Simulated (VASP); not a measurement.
Wanted: the native input for a VASP 6.6.1 run.

| Item | Value |
| --- | --- |
| Task | single point |
| Functional | LDA |
| Potentials or basis | VASP PAW LDA potentials, release 64 (Rh_pv) |
| Cutoff | 520 eV |
| k mesh | 16 × 16 × 16 |
| Occupations | fermi-dirac, width 0.03 eV |
| Spin | no spin polarisation |
| Dipole correction | no |
| Further INCAR settings | ALGO = Normal; EDIFF = 1e-06; NBANDS = 14 |

The structure of Rh lies in POSCAR:

```
Rh
1.0
   -0.0380310000      1.8825345000      1.8825345000
    1.8825345000     -0.0380310000      1.8825345000
    1.8825345000      1.8825345000     -0.0380310000
Rh
1
Direct
    0.0000000000      0.0000000000      0.0000000000
```

This cell differs from its parent crystal: equal xy, yz and zx shear strains of -2 %.

The input as run:

INCAR

```
PREC = Accurate
ENCUT = 520
EDIFF = 1E-6
ISMEAR = -1
SIGMA = 0.03
LREAL = F
LASPH = T
NELM = 80
ALGO = Normal
ISIF = 2
LWAVE = F
LCHARG = T
LELF = T
LVHAR = T
NBANDS = 14
```

KPOINTS

```
regular mesh
0
Gamma
  16 16 16
```

Potentials or basis: VASP PAW LDA potentials, release 64 (Rh_pv).

Launch:

```bash
$ cat potpaw_LDA.64/Rh_pv/POTCAR > POTCAR
$ mpirun -np 1 vasp_std > vasp.out
```

It gave:

```json
{
 "Pressure": "-10.0 GPa",
 "Band gap on the k mesh": "zero (an odd number of electrons rules out a gap without spin polarisation)"
}
```

Caveat: the cell differs from its parent crystal (equal xy, yz and zx shear strains of -2 %); the cell stands under tension.

It took 76 s on 1 thread of Intel Xeon 8259CL, with other jobs on the host, peak memory 0.18 GiB.
